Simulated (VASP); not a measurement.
Wanted: the native input for a VASP 6.6.1 run.

```
Task                   : single point
Functional             : revPBE
Potentials or basis    : VASP PAW PBE potentials, release 64 (Ni)
Cutoff                 : 520 eV
k mesh                 : 19 × 19 × 19
Occupations            : fermi-dirac, width 0.05 eV
Spin                   : collinear spin, antiferromagnetic start
Starting moments       : [0.8, -0.8] μB
Dipole correction      : no
Further INCAR settings : ALGO = Normal; EDIFF = 1e-06; NBANDS = 21
```

The structure of Ni lies in POSCAR:

```
Ni
1.0
    0.0000000000      2.3421387794      2.3421387794
    2.3421387794      0.0000000000      2.3421387794
    2.3421387794      2.3421387794      0.0000000000
Ni
2
Direct
    0.0000000000      0.0000000000      0.0000000000
    0.5000000000      0.5000000000      0.5000000000
```

This isn't the form of Ni at room conditions, which is fcc.

One way to write it, as run:

INCAR

```
PREC = Accurate
ENCUT = 520
EDIFF = 1E-6
ISMEAR = -1
SIGMA = 0.05
LREAL = False
LASPH = True
NELM = 150
ALGO = Normal
ISIF = 2
LWAVE = False
LCHARG = False
ISPIN = 2
MAGMOM = 0.8 -0.8
LORBIT = 11
LMAXMIX = 4
GGA = RE
NBANDS = 21
```

KPOINTS

```
regular mesh
0
Gamma
  19 19 19
```

Potentials or basis: VASP PAW PBE potentials, release 64 (Ni).

Command:

```console
$ cat potpaw_PBE.64/Ni/POTCAR > POTCAR
$ mpirun -np 1 vasp_std > vasp.out
```

It gave:

| Quantity | Value |
| --- | --- |
| Pressure | 0.0 GPa |
| Band gap on the k mesh | zero (filled and empty bands overlap) |
| Net moment | 0.00 μB per cell |
| Valence electrons inside the program's atomic spheres | Ni 9.22 |

Caveat: the PAW data sets were made with another functional, which shifts forces and pressure a little.

It took 5.9 min on 1 thread of Intel Xeon 8259CL, with other jobs on the host, peak memory 0.29 GiB.
